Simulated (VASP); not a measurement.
Set up this calculation in VASP 6.6.1, as the native input.

```yaml
Task: single point
Functional: r2SCAN
Dispersion: D3(BJ)
Potentials_or_basis: VASP PAW PBE potentials, release 64 (In_d, As)
Cutoff: 550 eV
k_mesh: 5 × 5 × 5
Occupations: gaussian, width 0.01 eV
Spin: no spin polarisation
Dipole_correction: no
Further_INCAR_settings: ALGO = Normal; EDIFF = 1e-06; NBANDS = 16
```

InAs:

```xyz
2
Lattice="0.0000 3.0180 3.0180 3.0180 0.0000 3.0180 3.0180 3.0180 0.0000" Properties=species:S:1:pos:R:3 pbc="T T T"
In    0.0000    0.0000    0.0000
As    1.5090    1.5090    1.5090
```

The input as run:

POSCAR

```
InAs
1.0
    0.0000000000      3.0180000000      3.0180000000
    3.0180000000      0.0000000000      3.0180000000
    3.0180000000      3.0180000000      0.0000000000
In As
1 1
Direct
    0.0000000000      0.0000000000      0.0000000000
    0.2500000000      0.2500000000      0.2500000000
```

INCAR.step1

```
PREC = Accurate
ENCUT = 550
ISMEAR = 0
SIGMA = 0.01
LREAL = F
LASPH = T
NELM = 120
NBANDS = 16
GGA = PE
ALGO = Normal
EDIFF = 1E-5
LWAVE = T
LCHARG = F
GGA_COMPAT = F
```

INCAR.step2

```
PREC = Accurate
ENCUT = 550
EDIFF = 1E-6
ISMEAR = 0
SIGMA = 0.01
LREAL = F
LASPH = T
NELM = 120
ALGO = Normal
ISIF = 2
LWAVE = F
LCHARG = T
METAGGA = R2SCAN
LMIXTAU = T
IVDW = 12
VDW_S6 = 1.0
VDW_S8 = 0.78981345
VDW_A1 = 0.49484001
VDW_A2 = 5.73083694
LELF = T
LVHAR = T
NBANDS = 16
ISTART = 1
GGA_COMPAT = F
```

KPOINTS

```
Automatic mesh
0
Gamma
  5 5 5
```

Potentials or basis: VASP PAW PBE potentials, release 64 (In_d, As).

The run is started by

```bash
$ cat potpaw_PBE.64/In_d/POTCAR potpaw_PBE.64/As/POTCAR > POTCAR
$ cp INCAR.step1 INCAR
$ mpirun -np 1 vasp_std > vasp.out
$ cp INCAR.step2 INCAR
$ mpirun -np 1 vasp_std > vasp.out
```

It gave:

```
Pressure                   : 1.4 GPa
Band gap on the k mesh     : 0.28 eV, direct
Dispersion energy per atom : -0.154 eV
```

Caveat: the PAW data sets were made with another functional, which shifts forces and pressure a little; spin-orbit coupling is left out, which moves the levels of the heavy elements.

It took 2.1 min on 1 thread of Intel Xeon 8259CL, with other jobs on the host, peak memory 0.22 GiB.
